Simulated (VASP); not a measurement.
# C (Fd-3m) in VASP: elastic constants with PBE

Aim: the elastic constants of C with PBE.

Program: VASP 6.6.1. These are calculated values, not measurements. Logs are shortened: lines on timing, memory, paths and dates and some standing lists are left out, and cuts for length are marked.

**1. The cell of the first run**

Symmetry: Fd-3m, No. 227, cubic system. The conventional cell has a = 3.572 Å, b = 3.572 Å, c = 3.572 Å, α = 90.00°, β = 90.00°, γ = 90.00°. Within 2.1 Å of C (site symmetry -43m) lie 4 C at 1.55 Å.

**2. Elastic constants, PBE**

File INCAR:

```
SYSTEM = C
ALGO = Normal
EDIFF = 1E-8
ENCUT = 600
GGA = PE
IBRION = 6
ISIF = 3
ISMEAR = 0
LASPH = .True.
LCHARG = .False.
LREAL = .False.
LWAVE = .False.
NBANDS = 11
NELM = 60
NFREE = 2
NSW = 1
POTIM = 0.015
PREC = Accurate
SIGMA = 0.01
```

File KPOINTS:

```
k-points
0
Gamma
  12 12 12
  0 0 0
```

File POSCAR:

```
C
1.0
    0.0000000000      1.7857964165      1.7857964165
    1.7857964165      0.0000000000      1.7857964165
    1.7857964165      1.7857964165      0.0000000000
C
2
Direct
    0.0000000000      0.0000000000      0.0000000000
    0.2500000000      0.2500000000      0.2500000000
```

Potentials or basis: VASP PAW PBE potentials, release 64 (C).

Run with:

```sh
> cat potpaw_PBE.64/C/POTCAR > POTCAR
> mpirun -np 1 vasp_std > vasp.out
```

OUTCAR:

```text
SYSTEM = C
   EDIFF = 1E-8
   ENCUT = 600
   GGA = PE
   IBRION = 6
   ISIF = 3
   ISMEAR = 0
   LASPH = .True.
   LREAL = .False.
   NELM = 60
   NFREE = 2
   NSW = 1
   POTIM = 0.015
   PREC = Accurate

 ion  position               nearest neighbor table
   1  0.000  0.000  0.000-   2 1.55   2 1.55   2 1.55   2 1.55
   2  0.250  0.250  0.250-   1 1.55   1 1.55   1 1.55   1 1.55

  LATTYP: Found a face centered cubic cell.
 ALAT       =     3.5715928330

  Lattice vectors:

 A1 = (   0.0000000000,   1.7857964165,   1.7857964165)
 A2 = (   1.7857964165,   0.0000000000,   1.7857964165)
 A3 = (   1.7857964165,   1.7857964165,   0.0000000000)

Analysis of symmetry for initial positions (statically):
=====================================================================
 Subroutine PRICEL returns:
 Original cell was already a primitive cell.

 Routine SETGRP: Setting up the symmetry group for a
 face centered cubic supercell.

 Subroutine GETGRP returns: Found 48 space group operations
 (whereof 24 operations were pure point group operations)
 out of a pool of 48 trial point group operations.

The static configuration has the point symmetry T_d .
 The point group associated with its full space group is O_h .

Analysis of symmetry for dynamics (positions and initial velocities):
=====================================================================
 Subroutine PRICEL returns:
 Original cell was already a primitive cell.

 Routine SETGRP: Setting up the symmetry group for a
 face centered cubic supercell.

 Subroutine GETGRP returns: Found 48 space group operations
 (whereof 24 operations were pure point group operations)
 out of a pool of 48 trial point group operations.

The dynamic configuration has the point symmetry T_d .
 The point group associated with its full space group is O_h .

 Subroutine INISYM returns: Found 48 space group operations
 (whereof 24 operations are pure point group operations),
 and found     1 'primitive' translations

----------------------------------------------------------------------------------------

                                     Primitive cell

  volume of cell :      11.3901

  direct lattice vectors                    reciprocal lattice vectors
     0.000000000  1.785796416  1.785796416    -0.279987122  0.279987122  0.279987122
     1.785796416  0.000000000  1.785796416     0.279987122 -0.279987122  0.279987122
     1.785796416  1.785796416  0.000000000     0.279987122  0.279987122 -0.279987122

  length of vectors
     2.525497512  2.525497512  2.525497512     0.484951922  0.484951922  0.484951922

  position of ions in fractional coordinates (direct lattice)
     0.000000000  0.000000000  0.000000000
     0.250000000  0.250000000  0.250000000

  ion indices of the primitive-cell ions
   primitive index   ion index
                 1           1
                 2           2

----------------------------------------------------------------------------------------

 KPOINTS: k-points

Automatic generation of k-mesh.
 Grid dimensions read from file:
 generate k-points for:   12   12   12

 Generating k-lattice:

  Cartesian coordinates                     Fractional coordinates (reciprocal lattice)
    -0.023332260  0.023332260  0.023332260     0.083333333  0.000000000  0.000000000
     0.023332260 -0.023332260  0.023332260     0.000000000  0.083333333  0.000000000
     0.023332260  0.023332260 -0.023332260     0.000000000  0.000000000  0.083333333

  Length of vectors
     0.040412660  0.040412660  0.040412660

  Shift w.r.t. Gamma in fractional coordinates (k-lattice)
     0.000000000  0.000000000  0.000000000

 Subroutine IBZKPT returns following result:
 ===========================================

 Found     72 irreducible k-points:

 Following reciprocal coordinates:
            Coordinates               Weight
  0.000000  0.000000  0.000000      1.000000
  0.083333  0.000000  0.000000      8.000000
  0.166667  0.000000  0.000000      8.000000
  0.250000  0.000000  0.000000      8.000000
  0.333333  0.000000  0.000000      8.000000
  0.416667  0.000000  0.000000      8.000000
[... 16 lines left out ...]
  0.500000  0.166667  0.000000     24.000000
 -0.416667  0.166667  0.000000     24.000000
 [... further k-points ...]
   k-points           NKPTS =     72   k-points in BZ     NKDIM =     72   number of bands    NBANDS=     11
   number of dos      NEDOS =    301   number of ions     NIONS =      2
[... 37 lines left out ...]
  volume/ion in A,a.u.               =       5.70        38.43
  Fermi-wavevector in a.u.,A,eV,Ry     =   1.455223  2.749973 28.812703  2.117674
  Thomas-Fermi vector in A             =   2.572283
   LORBIT       =      0    0 simple, 1 ext, 2 COOP (PROOUT), +10 PAW based schemes
   GGA     = PE    functional components
   LHFCALC =     F    Hartree Fock is set to
   AEXX    =    0.0000 exact exchange contribution
   IVDW    =     0    specifies the selected vdW correction
   LEPSILON=     F    determine dielectric tensor
   LRPA    =     F    only Hartree local field effects (RPA)
 finite differences with symmetry
 non-spin polarized calculation
 Gauss-broadening in eV      SIGMA  =   0.01
  energy-cutoff  :      600.00
  volume of cell :       11.39
 maximum number of plane-waves:       392
   NGX =  9   NGY =  9   NGZ =  9

--------------------------------------- Ionic step        1  -------------------------------------------

 number of electron       7.9999999 magnetization

 Free energy of the ion-electron system (eV)
  ---------------------------------------------------
  ext. energy  EPLUGINS =         0.00000000
  ---------------------------------------------------
  free energy    TOTEN  =       -18.19049244 eV

  energy without entropy =      -18.19049244  energy(sigma->0) =      -18.19049244

------------------------ aborting loop because EDIFF is reached ----------------------------------------

  FORCE on cell =-STRESS in cart. coord.  units (eV):
  Direction    XX          YY          ZZ          XY          YZ          ZX
  --------------------------------------------------------------------------------------
  -------------------------------------------------------------------------------------
  Total       -0.0005829     -0.0005829     -0.0005829      0.0000000      0.0000000     -0.0000000
  in kB       -0.0819884     -0.0819884     -0.0819884      0.0000000      0.0000000     -0.0000000
  external PRESSURE =      -0.0819884 kB  Pullay stress =       0.0000000 kB
[... 89 lines left out ...]
  FREE ENERGIE OF THE ION-ELECTRON SYSTEM (eV)
  ---------------------------------------------------
  free  energy   TOTEN  =       -18.1820006355 eV

  energy  without entropy=      -18.1820006355  energy(sigma->0) =      -18.18200064

 E-fermi :  10.1438     XC(G=0): -13.3065

 val. band max:       10.0396013488   @ k =   0.0000   0.0000   0.0000
 cond. band min:      13.8338610135   @ k =   0.3333   0.3333   0.0000
 fundamental gap:      3.7942596648
 Fermi energy:        10.1438032568

 k-point     1 :       0.0000    0.0000    0.0000
  band No.  band energies     occupation
      1     -11.7362      2.00000
      2       9.8138      2.00000
      3       9.8138      2.00000
      4      10.0396      2.00000
      5      15.3864      0.00000
      6      15.5747      0.00000
      7      15.5747      0.00000
      8      23.4705      0.00000
      9      29.3285      0.00000
     10      36.1507      0.00000
     11      36.9067      0.00000
[... 310 lines left out ...]
  band No.  band energies     occupation
      1      -5.5135      2.00000
      2      -2.7076      2.00000
      3       4.5273      2.00000
      4       6.1172      2.00000
      5      17.2653      0.00000
      6      20.1660      0.00000
      7      21.3802      0.00000
      8      25.3963      0.00000
      9      29.3938      0.00000
     10      34.1840      0.00000
     11      34.6854      0.00000

 [... further k-points ...]

[... ionic steps 4 to 12 ...]

--------------------------------------- Ionic step       13  -------------------------------------------

 number of electron       7.9999999 magnetization

------------------------ aborting loop because EDIFF is reached ----------------------------------------
[... 67 lines left out ...]
--------------------------------------- Ionic step       15  -------------------------------------------

 number of electron       7.9999999 magnetization

 Free energy of the ion-electron system (eV)
  ---------------------------------------------------
  ext. energy  EPLUGINS =         0.00000000
  ---------------------------------------------------
  free energy    TOTEN  =       -18.18633600 eV

  energy without entropy =      -18.18633600  energy(sigma->0) =      -18.18633600

 E-fermi :   9.9611     XC(G=0): -13.2303

 val. band max:        9.8988446149   @ k =   0.0000   0.0000   0.0000
 cond. band min:      13.8092040198   @ k =   0.3333   0.3333   0.0000
 fundamental gap:      3.9103594049
 Fermi energy:         9.9611360981

 k-point     1 :       0.0000    0.0000    0.0000
  band No.  band energies     occupation
      1     -11.7526      2.00000
      2       9.4401      2.00000
      3       9.6727      2.00000
      4       9.8988      2.00000
      5      15.0469      0.00000
      6      15.2445      0.00000
      7      15.4529      0.00000
      8      22.9066      0.00000
      9      28.9108      0.00000
     10      36.1605      0.00000
     11      36.1618      0.00000
[... 351 lines left out ...]
  FREE ENERGIE OF THE ION-ELECTRON SYSTEM (eV)
  ---------------------------------------------------
  free  energy   TOTEN  =       -18.1863360014 eV

  energy  without entropy=      -18.1863360014  energy(sigma->0) =      -18.18633600

 INTERNAL STRAIN TENSORS FROM STRAINED CELLS
 ============================================

 INTERNAL STRAIN TENSOR FOR ION    1 for displacements in x,y,z  (eV/Angst):
          X           Y           Z          XY          YZ          ZX
  --------------------------------------------------------------------------------
  x    -0.00000     0.00000     0.00000    -0.00000     2.90175     0.00000
  y    -0.00000     0.00000     0.00000    -0.00000     0.00000     2.90149
  z    -0.00000     0.00000     0.00000     2.90168    -0.00000    -0.00000

 INTERNAL STRAIN TENSORS FROM DISPLACED ATOMS
 ============================================

 INTERNAL STRAIN TENSOR FOR ION    1 for displacements in x,y,z  (eV/Angst):
          X           Y           Z          XY          YZ          ZX
  --------------------------------------------------------------------------------
  x    -0.00000     0.00000     0.00000     0.00000     2.89971     0.00000
  y    -0.00000    -0.00000    -0.00000     0.00000     0.00000     2.89971
  z     0.00000     0.00000    -0.00000     2.89971     0.00000     0.00000

 INTERNAL STRAIN TENSOR FOR ION    2 for displacements in x,y,z  (eV/Angst):
          X           Y           Z          XY          YZ          ZX
  --------------------------------------------------------------------------------
  x     0.00000    -0.00000    -0.00000     0.00000    -2.89971     0.00000
  y     0.00000     0.00000     0.00000     0.00000     0.00000    -2.89971
  z    -0.00000    -0.00000     0.00000    -2.89971     0.00000     0.00000

 Eigenvectors and eigenvalues of the dynamical matrix
 ----------------------------------------------------

   1 f  =   38.771271 THz   243.607079 2PiTHz 1293.270384 cm-1   160.345020 meV
             X         Y         Z           dx          dy          dz
      0.000000  0.000000  0.000000     0.000000   -0.707107    0.000000
      0.892898  0.892898  0.892898     0.000000    0.707107    0.000000
[... 21 lines left out ...]
   6 f  =    0.000000 THz     0.000000 2PiTHz    0.000000 cm-1     0.000000 meV
             X         Y         Z           dx          dy          dz
      0.000000  0.000000  0.000000     0.000000    0.000000    0.707107
      0.892898  0.892898  0.892898     0.000000    0.000000    0.707107

--------------------------------------------------------------------------------------------------------

 ELASTIC MODULI CONTR FROM IONIC RELAXATION (kBar)
 Direction    XX          YY          ZZ          XY          YZ          ZX
 --------------------------------------------------------------------------------
 XX          -0.0000      0.0000      0.0000     -0.0000      0.0000      0.0000
 YY           0.0000     -0.0000     -0.0000     -0.0000     -0.0000      0.0000
 ZZ           0.0000     -0.0000     -0.0000      0.0000     -0.0000      0.0000
 XY          -0.0000     -0.0000      0.0000    -32.0204      0.0000      0.0000
 YZ           0.0000     -0.0000     -0.0000      0.0000    -32.0204      0.0000
 ZX           0.0000      0.0000      0.0000      0.0000      0.0000    -32.0204
 --------------------------------------------------------------------------------

 TOTAL ELASTIC MODULI (kBar)
 Direction    XX          YY          ZZ          XY          YZ          ZX
 --------------------------------------------------------------------------------
 XX       10494.5262   1242.3518   1242.3518     -0.0000      0.0000      0.0000
 YY        1242.3518  10494.5262   1242.3518     -0.0000      0.0000     -0.0000
 ZZ        1242.3518   1242.3518  10494.5262     -0.0000     -0.0000     -0.0000
 XY          -0.0000     -0.0000     -0.0000   5594.6847      0.0000      0.0000
 YZ           0.0000      0.0000     -0.0000      0.0000   5594.6847      0.0000
 ZX           0.0000     -0.0000     -0.0000      0.0000      0.0000   5594.6847
 --------------------------------------------------------------------------------
```

It took 6.1 min on 1 thread of Intel Xeon Platinum 8375C at 2.90GHz (Ice Lake), shared host; peak memory 0.22 GiB.

Results:

- Elastic constants C11, C12, C44: 1049, 124, 559 GPa
- Voigt bulk modulus: 433 GPa
- Highest phonon frequency at Γ: 1293 cm⁻¹

Phonon frequencies in cm⁻¹ (negative: imaginary):
| q point | frequencies |
| --- | --- |
| (0.000, 0.000, 0.000) | 0 0 0 1293 1293 1293 |

Elastic tensor in Voigt notation (GPa, in the Cartesian axes of the cell as first typed):
```
1049  124  124    0    0    0
 124 1049  124    0    0    0
 124  124 1049    0    0    0
   0    0    0  559    0    0
   0    0    0    0  559    0
   0    0    0    0    0  559
```

Clamped-ion elastic tensor (GPa):
```
1049  124  124    0    0    0
 124 1049  124    0    0    0
 124  124 1049    0    0    0
   0    0    0  563    0    0
   0    0    0    0  563    0
   0    0    0    0    0  563
```
